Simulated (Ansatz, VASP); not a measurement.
**One calculation of SiNi, two programs**

```
Si Ni
1.0
     0.00000   -4.46798    0.00000
     0.00000    0.00000   -4.46798
     9.93595    0.00000    0.00000
Si Ni
8 8
Direct
  0.15354 0.15354 0.15580
  0.15354 0.15354 0.60548
  0.84646 0.65354 0.06904
  0.84646 0.65354 0.51872
  0.34646 0.84646 0.83031
  0.34646 0.84646 0.38064
  0.65354 0.34646 0.74356
  0.65354 0.34646 0.29388
  0.85101 0.85101 0.74151
  0.85101 0.85101 0.29184
  0.14899 0.35101 0.83236
  0.14899 0.35101 0.38268
  0.64899 0.14899 0.06700
  0.64899 0.14899 0.51668
  0.35101 0.64899 0.15784
  0.35101 0.64899 0.60752
```

Alike in both runs: task single point; functional PBEsol; k mesh 9 × 9 × 5; occupations gaussian, width 0.15 eV; no spin polarisation.

|  | VASP | Ansatz |
| --- | --- | --- |
| version | VASP 6.6.1 | Ansatz 0.2.0 |
| potentials or method | VASP PAW PBE potentials, release 64 (Si, Ni), cutoff 520 eV | scalar-relativistic, plane waves, PAW |
| valence electrons in the cell | 112 | 176 |

VASP gave:

```
gap on the k mesh at the Fermi level (eV)                     : none
pressure (GPa)                                                : -6.8
traceless stress, the component that is largest in VASP (GPa) : -2.41
rms of the force components (eV/Å)                            : 0.393
```

Task: What did Ansatz give for the same quantities?

Result: gap on the k mesh at the Fermi level (eV): none; pressure (GPa): -7.1; traceless stress, the component that is largest in VASP (GPa): -2.48; rms of the force components (eV/Å): 0.396.

VASP's potentials were made for PBE, not for PBEsol. Atom by atom the forces differ by 0.008 eV/Å (rms over components). A gap of «none» marks a metal or a gap that the smearing closes. The functional is the same, so the differences come from potentials, cutoffs and numerics. VASP's potentials hold 112 valence electrons a cell and Ansatz's 176, so a difference there can come from the potentials and not from the codes.
